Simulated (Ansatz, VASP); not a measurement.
# NbN in VASP and in Ansatz

```xyz
2
Lattice="0.0000 2.1945 2.1945 2.1945 0.0000 2.1945 2.1945 2.1945 0.0000" Properties=species:S:1:pos:R:3 pbc="T T T"
Nb    2.1945    2.1945    2.1945
N     0.0000    0.0000    0.0000
```

Alike in both runs: task relaxation of cell and atoms; functional r2SCAN; k mesh 14 × 14 × 14; occupations gaussian, width 0.1 eV; no spin polarisation.

|  | VASP | Ansatz |
| --- | --- | --- |
| version | VASP 6.6.1 | Ansatz 0.2.0 |
| potentials or method | VASP PAW PBE potentials, release 64 (Nb_sv, N), cutoff 660 eV | scalar-relativistic, plane waves, PAW |
| valence electrons in the cell | 18 | 18 |

|  | VASP | Ansatz | Ansatz less VASP |
| --- | --- | --- | --- |
| gap on the k mesh at the Fermi level, each at its own relaxed structure (eV) | none | none | - |
| relaxed volume (Å³/atom) | 10.73 | 10.73 | +0.001 |
| relaxed length of the cell vector where the two differ most in proportion (Å) | 3.119 | 3.120 | +0.0001 |

VASP's potentials were made for PBE, not for r2SCAN. A gap of «none» marks a metal or a gap that the smearing closes.

Noted on VASP's run: too few bands were computed for a metal, which touches its energy and stress.
